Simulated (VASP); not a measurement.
Input of a VASP 6.6.1 run:

INCAR

```
  ALGO = Normal
  EDIFF = 1E-6
  EDIFFG = -0.01
  ENCUT = 600
  GGA = PE
  IBRION = 2
  ISIF = 4
  ISMEAR = 0
  LASPH = True
  LCHARG = False
  LREAL = False
  LWAVE = False
  NELM = 100
  NSW = 60
  PREC = Accurate
  SIGMA = 0.05
```

The input KPOINTS:

```
k-points
0
Gamma
  8 8 8
```

The input POSCAR:

```
BaTiO3
1.0
    4.0118679726      0.0000000000      0.0000000000
    0.0000000000      4.0118679726      0.0000000000
    0.0000000000      0.0000000000      4.3123969545
Ba Ti O
1 1 3
Direct
    0.0000000000      0.0000000000     -0.0166880462
    0.5000000000      0.5000000000      0.4677168527
    0.5000000000      0.5000000000      0.0474668142
    0.5000000000      0.0000000000      0.5222521896
    0.0000000000      0.5000000000      0.5222521896
```

Potentials or basis: VASP PAW PBE potentials, release 64 (Ba_sv, Ti_sv, O).

Run with:

```sh
$ cat potpaw_PBE.64/Ba_sv/POTCAR potpaw_PBE.64/Ti_sv/POTCAR potpaw_PBE.64/O/POTCAR > POTCAR
$ mpirun -np 1 vasp_std > vasp.out
```

(1) Predict the band gap on the k mesh.

Results:

(1) 1.76 eV (least direct gap 2.41 eV).

Caveat: spin-orbit coupling is left out, which moves the levels of the heavy elements.
